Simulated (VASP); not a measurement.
Runs of VASP 6.6.1 on LiF. The structure is that of space group R-3m (No. 166), or close to it. The cells are those of the table. 

| cell | gap on the mesh (eV) |
| --- | --- |
| a = 2.612 Å, angles 75.3°, 2 atoms | (a) |
| a = 3.271 Å, angles 45.7°, 2 atoms | 8.06 |
| a = 3.048 Å, angles 52.2°, 2 atoms | 9.56 |
| a = 2.557 Å, angles 82.7°, 2 atoms | 9.12 |
| a = 3.916 Å, angles 33.6°, 2 atoms | (c) |
| a = 3.588 Å, angles 38.9°, 2 atoms | 5.20 |
| a = 2.926 Å, angles 56.6°, 2 atoms | 10.06 |
| a = 2.714 Å, angles 67.3°, 2 atoms | (b) |

Alike in all rows: task single point; level r2SCAN; potentials or basis VASP PAW PBE potentials, release 64 (Li_sv, F); no spin polarisation; k mesh 12 × 12 × 12; cutoff (eV) 520; smearing gaussian 0.05 eV.

Fill in the values left out.

(a) 9.28; (b) 9.69; (c) 1.96.

A k mesh can miss the band edges.
